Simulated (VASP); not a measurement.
# AlN (P6_3mc) in VASP: further runs

The runs below take AlN through elastic constants, with LDA.

Everything below comes from runs of VASP 6.6.1. Logs are shortened: lines on timing, memory, paths and dates and some standing lists are left out, and cuts for length are marked.

### Step 1. The cell of the first run

It takes space group P6_3mc (No. 186, hexagonal). The conventional cell has a = 3.076 Å, b = 3.076 Å, c = 4.955 Å, α = 90.00°, β = 90.00°, γ = 120.00°. Al (site symmetry 3m) has 4 N at 1.87 to 1.89 Å within 2.5 Å. N (site symmetry 3m) has 4 Al at 1.87 to 1.89 Å within 2.5 Å.

### Step 2. Elastic constants, LDA

Input file INCAR:

```
PREC = Accurate
ENCUT = 600
EDIFF = 1E-8
ISMEAR = 0
SIGMA = 0.01
LREAL = False
LASPH = True
NELM = 100
ALGO = Normal
ISIF = 3
LWAVE = False
LCHARG = False
NBANDS = 16
IBRION = 6
NFREE = 2
POTIM = 0.015
NSW = 1
```

Input file KPOINTS:

```
Automatic mesh
0
Gamma
  8 8 5
```

Input file POSCAR:

```
AlN
1.0
    3.0763685530      0.0000000000      0.0000000000
   -1.5381842765      2.6642133183      0.0000000000
    0.0000000000      0.0000000000      4.9550627584
Al N
2 2
Direct
    0.3333333333      0.6666666667      0.0006008042
    0.6666666667      0.3333333333      0.5006008042
    0.3333333333      0.6666666667      0.3813991958
    0.6666666667      0.3333333333      0.8813991958
```

Potentials or basis: VASP PAW LDA potentials, release 64 (Al, N).

Launch:

```bash
> cat potpaw_LDA.64/Al/POTCAR potpaw_LDA.64/N/POTCAR > POTCAR
> mpirun -np 1 vasp_std > vasp.out
```

OUTCAR:

```text
PREC = Accurate
   ENCUT = 600
   EDIFF = 1E-8
   ISMEAR = 0
   LREAL = False
   LASPH = True
   NELM = 100
   ISIF = 3
   IBRION = 6
   NFREE = 2
   POTIM = 0.015
   NSW = 1

 ion  position               nearest neighbor table
   1  0.333  0.667  0.001-   4 1.87   4 1.87   4 1.87   3 1.89   2 3.05   2 3.05   2 3.05   2 3.05
                             2 3.05   2 3.05
   2  0.667  0.333  0.501-   3 1.87   3 1.87   3 1.87   4 1.89   1 3.05   1 3.05   1 3.05   1 3.05
                             1 3.05   1 3.05
   3  0.333  0.667  0.381-   2 1.87   2 1.87   2 1.87   1 1.89
   4  0.667  0.333  0.881-   1 1.87   1 1.87   1 1.87   2 1.89

  LATTYP: Found a hexagonal cell.
 ALAT       =     3.0763685530
 C/A-ratio  =     1.6106856747

  Lattice vectors:

 A1 = (   3.0763685530,   0.0000000000,   0.0000000000)
 A2 = (  -1.5381842765,   2.6642133183,   0.0000000000)
 A3 = (   0.0000000000,   0.0000000000,   4.9550627584)

Analysis of symmetry for initial positions (statically):
=====================================================================
 Subroutine PRICEL returns:
 Original cell was already a primitive cell.

 Routine SETGRP: Setting up the symmetry group for a
 hexagonal supercell.

 Subroutine GETGRP returns: Found 12 space group operations
 (whereof  6 operations were pure point group operations)
 out of a pool of 24 trial point group operations.

The static configuration has the point symmetry C_3v.
 The point group associated with its full space group is C_6v.

Analysis of symmetry for dynamics (positions and initial velocities):
=====================================================================
 Subroutine PRICEL returns:
 Original cell was already a primitive cell.

 Routine SETGRP: Setting up the symmetry group for a
 hexagonal supercell.

 Subroutine GETGRP returns: Found 12 space group operations
 (whereof  6 operations were pure point group operations)
 out of a pool of 24 trial point group operations.

The dynamic configuration has the point symmetry C_3v.
 The point group associated with its full space group is C_6v.

 Subroutine INISYM returns: Found 12 space group operations
 (whereof  6 operations are pure point group operations),
 and found     1 'primitive' translations

----------------------------------------------------------------------------------------

                                     Primitive cell

  volume of cell :      40.6122

  direct lattice vectors                    reciprocal lattice vectors
     3.076368553  0.000000000  0.000000000     0.325058582  0.187672660  0.000000000
    -1.538184277  2.664213318  0.000000000     0.000000000  0.375345320  0.000000000
     0.000000000  0.000000000  4.955062758     0.000000000  0.000000000  0.201813791

  length of vectors
     3.076368553  3.076368553  4.955062758     0.375345320  0.375345320  0.201813791

  position of ions in fractional coordinates (direct lattice)
     0.333333333  0.666666667  0.000600804
     0.666666667  0.333333333  0.500600804
     0.333333333  0.666666667  0.381399196
     0.666666667  0.333333333  0.881399196

  ion indices of the primitive-cell ions
   primitive index   ion index
                 1           1
                 2           2
                 3           3
                 4           4

----------------------------------------------------------------------------------------

 KPOINTS: Automatic mesh

Automatic generation of k-mesh.
 Grid dimensions read from file:
 generate k-points for:    8    8    5

 Generating k-lattice:

  Cartesian coordinates                     Fractional coordinates (reciprocal lattice)
     0.040632323  0.023459082  0.000000000     0.125000000  0.000000000  0.000000000
     0.000000000  0.046918165  0.000000000     0.000000000  0.125000000  0.000000000
     0.000000000  0.000000000  0.040362758     0.000000000  0.000000000  0.200000000

  Length of vectors
     0.046918165  0.046918165  0.040362758

  Shift w.r.t. Gamma in fractional coordinates (k-lattice)
     0.000000000  0.000000000  0.000000000

 Subroutine IBZKPT returns following result:
 ===========================================

 Found     30 irreducible k-points:

[... 67 lines left out ...]
  Fermi-wavevector in a.u.,A,eV,Ry     =   1.200133  2.267922 19.596727  1.440319
  Thomas-Fermi vector in A             =   2.335977
   LORBIT       =      0    0 simple, 1 ext, 2 COOP (PROOUT), +10 PAW based schemes
   GGA     = CA    functional components
   LHFCALC =     F    Hartree Fock is set to
   AEXX    =    0.0000 exact exchange contribution
   IVDW    =     0    specifies the selected vdW correction
   LEPSILON=     F    determine dielectric tensor
   LRPA    =     F    only Hartree local field effects (RPA)
 finite differences with symmetry
 non-spin polarized calculation
 Gauss-broadening in eV      SIGMA  =   0.01
  energy-cutoff  :      600.00
  volume of cell :       40.61
 maximum number of plane-waves:      1387
 NGX is ok and might be reduce to    28
   NGX = 13   NGY = 13   NGZ = 19

--------------------------------------- Ionic step        1  -------------------------------------------

 number of electron      15.9999999 magnetization

 Free energy of the ion-electron system (eV)
  ---------------------------------------------------
  ext. energy  EPLUGINS =         0.00000000
  ---------------------------------------------------
  free energy    TOTEN  =       -32.83911748 eV

  energy without entropy =      -32.83911748  energy(sigma->0) =      -32.83911748

------------------------ aborting loop because EDIFF is reached ----------------------------------------

  FORCE on cell =-STRESS in cart. coord.  units (eV):
  Direction    XX          YY          ZZ          XY          YZ          ZX
  --------------------------------------------------------------------------------------
  -------------------------------------------------------------------------------------
  Total        0.6368395      0.6368395      0.1383177      0.0000000      0.0000000     -0.0000000
  in kB       25.1237280     25.1237280      5.4567229      0.0000000      0.0000000     -0.0000000
  external PRESSURE =      18.5680596 kB  Pullay stress =       0.0000000 kB
[... 95 lines left out ...]
  FREE ENERGIE OF THE ION-ELECTRON SYSTEM (eV)
  ---------------------------------------------------
  free  energy   TOTEN  =       -32.8150939236 eV

  energy  without entropy=      -32.8150939236  energy(sigma->0) =      -32.81509392

[... ionic steps 4 to 18 ...]

--------------------------------------- Ionic step       19  -------------------------------------------

 number of electron      15.9999999 magnetization

------------------------ aborting loop because EDIFF is reached ----------------------------------------
[... 71 lines left out ...]
--------------------------------------- Ionic step       21  -------------------------------------------

 number of electron      16.0000000 magnetization

 Free energy of the ion-electron system (eV)
  ---------------------------------------------------
  ext. energy  EPLUGINS =         0.00000000
  ---------------------------------------------------
  free energy    TOTEN  =       -32.83675970 eV

  energy without entropy =      -32.83675970  energy(sigma->0) =      -32.83675970

 E-fermi :   6.1936     XC(G=0): -11.3682

 val. band max:        6.1042009198   @ k =   0.0000   0.0000   0.0000
 cond. band min:      10.6343533318   @ k =   0.0000   0.0000   0.0000
 fundamental gap:      4.5301524120
 Fermi energy:         6.1935523477

 k-point     1 :       0.0000    0.0000    0.0000
  band No.  band energies     occupation
      1      -9.0377      2.00000
      2      -6.7524      2.00000
      3      -0.0428      2.00000
      4       5.3220      2.00000
      5       5.3220      2.00000
      6       5.9671      2.00000
[... 433 lines left out ...]
      3       0.7870      2.00000
      4       1.2134      2.00000
      5       4.0479      2.00000
      6       4.6050      2.00000
[... 8 lines left out ...]
     15      18.8108      0.00000
     16      20.0423      0.00000

 [... further k-points ...]

------------------------ aborting loop because EDIFF is reached ----------------------------------------

  FORCE on cell =-STRESS in cart. coord.  units (eV):
  Direction    XX          YY          ZZ          XY          YZ          ZX
  --------------------------------------------------------------------------------------
  -------------------------------------------------------------------------------------
  Total        0.5445566      0.5445566      0.3440741      0.0000000      0.0000000      0.0000000
  in kB       21.4831076     21.4831076     13.5739445      0.0000000      0.0000000      0.0000000
  external PRESSURE =      18.8467199 kB  Pullay stress =       0.0000000 kB
[... 19 lines left out ...]
  FREE ENERGIE OF THE ION-ELECTRON SYSTEM (eV)
  ---------------------------------------------------
  free  energy   TOTEN  =       -32.8367596979 eV

  energy  without entropy=      -32.8367596979  energy(sigma->0) =      -32.83675970

 INTERNAL STRAIN TENSORS FROM STRAINED CELLS
 ============================================

 INTERNAL STRAIN TENSOR FOR ION    1 for displacements in x,y,z  (eV/Angst):
          X           Y           Z          XY          YZ          ZX
  --------------------------------------------------------------------------------
  x     0.00000     0.00000     0.00000    -9.96920    -0.00000    -6.06034
  y   -10.00035    10.04019    -0.00000    -0.00004    -6.05495    -0.00001
  z    -6.24198    -6.24482    13.16183    -0.00036    -0.00611    -0.00021

 INTERNAL STRAIN TENSORS FROM DISPLACED ATOMS
 ============================================

 INTERNAL STRAIN TENSOR FOR ION    1 for displacements in x,y,z  (eV/Angst):
          X           Y           Z          XY          YZ          ZX
  --------------------------------------------------------------------------------
  x     0.00000     0.00000    -0.00000    -9.98932     0.00000    -6.05653
  y    -9.98932     9.98932     0.00000     0.00000    -6.05653     0.00000
  z    -6.21683    -6.21683    13.10686     0.00000     0.00000     0.00000

 INTERNAL STRAIN TENSOR FOR ION    4 for displacements in x,y,z  (eV/Angst):
          X           Y           Z          XY          YZ          ZX
  --------------------------------------------------------------------------------
  x     0.00000     0.00000     0.00000    11.55330    -0.00000     6.06001
  y    11.55330   -11.55330     0.00000     0.00000     6.06001     0.00000
  z     6.22534     6.22534   -13.10725     0.00000     0.00000     0.00000

 Eigenvectors and eigenvalues of the dynamical matrix
 ----------------------------------------------------

   1 f  =   22.093771 THz   138.819257 2PiTHz  736.968871 cm-1    91.372454 meV
             X         Y         Z           dx          dy          dz
     -0.000000  1.776142  0.002977    -0.000000   -0.000000   -0.008372
      1.538184  0.888071  2.480508    -0.000000    0.000000    0.008372
     -0.000000  1.776142  1.889857     0.000000   -0.000000    0.707057
      1.538184  0.888071  4.367388     0.000000   -0.000000   -0.707057
[... 71 lines left out ...]
  12 f/i=    0.001121 THz     0.007042 2PiTHz    0.037382 cm-1     0.004635 meV
             X         Y         Z           dx          dy          dz
     -0.000000  1.776142  0.002977     0.544840   -0.179879    0.000000
      1.538184  0.888071  2.480508     0.544840   -0.179879    0.000000
     -0.000000  1.776142  1.889857     0.392437   -0.129563    0.000000
      1.538184  0.888071  4.367388     0.392437   -0.129563    0.000000

--------------------------------------------------------------------------------------------------------

 ELASTIC MODULI CONTR FROM IONIC RELAXATION (kBar)
 Direction    XX          YY          ZZ          XY          YZ          ZX
 --------------------------------------------------------------------------------
 XX        -839.4384    388.8003    474.7194     -0.0000     -0.0000      0.0000
 YY         388.8003   -839.4384    474.7194     -0.0000     -0.0000     -0.0000
 ZZ         474.7194    474.7194  -1000.1753      0.0000     -0.0000      0.0000
 XY          -0.0000     -0.0000      0.0000   -614.1193     -0.0000      0.0000
 YZ          -0.0000      0.0000     -0.0000     -0.0000   -178.8195     -0.0000
 ZX           0.0000     -0.0000      0.0000     -0.0000     -0.0000   -178.8195
 --------------------------------------------------------------------------------

 TOTAL ELASTIC MODULI (kBar)
 Direction    XX          YY          ZZ          XY          YZ          ZX
 --------------------------------------------------------------------------------
 XX        4039.7284   1505.1712   1147.4391     -0.0000     -0.0000      0.0000
 YY        1505.1712   4039.7284   1147.4391     -0.0000     -0.0000     -0.0000
 ZZ        1147.4391   1147.4391   3839.6049      0.0000     -0.0000      0.0000
 XY          -0.0000     -0.0000      0.0000   1267.2786     -0.0000      0.0000
 YZ          -0.0000      0.0000     -0.0000     -0.0000   1137.1826     -0.0000
 ZX           0.0000     -0.0000      0.0000     -0.0000     -0.0000   1137.1826
 --------------------------------------------------------------------------------
```

Wall time 20 min (1 thread of Intel Xeon Platinum 8259CL at 2.50GHz (Skylake/Cascade Lake), shared host); peak memory 0.33 GiB.

What came out:

| Property | Result |
| --- | --- |
| Voigt bulk modulus | 217 GPa |
| Highest phonon frequency at Γ, LO-TO splitting left out | 737 cm⁻¹ |

Phonon frequencies in cm⁻¹ (negative: imaginary):
```tsv
q point	frequencies
(0.000, 0.000, 0.000)	0 0 0 238 238 559 632 681 681 691 691 737
```

Elastic tensor in Voigt notation (GPa, in the Cartesian axes of the cell as first typed):
```
404 151 115   0   0   0
151 404 115   0   0   0
115 115 384   0   0   0
  0   0   0 114   0   0
  0   0   0   0 114   0
  0   0   0   0   0 127
```

Clamped-ion elastic tensor (GPa):
```
488 112  67   0   0   0
112 488  67   0   0   0
 67  67 484   0   0   0
  0   0   0 132   0   0
  0   0   0   0 132   0
  0   0   0   0   0 188
```

Caveat: the cell is under stress, which shifts elastic constants.

[end of part 1 of 2]
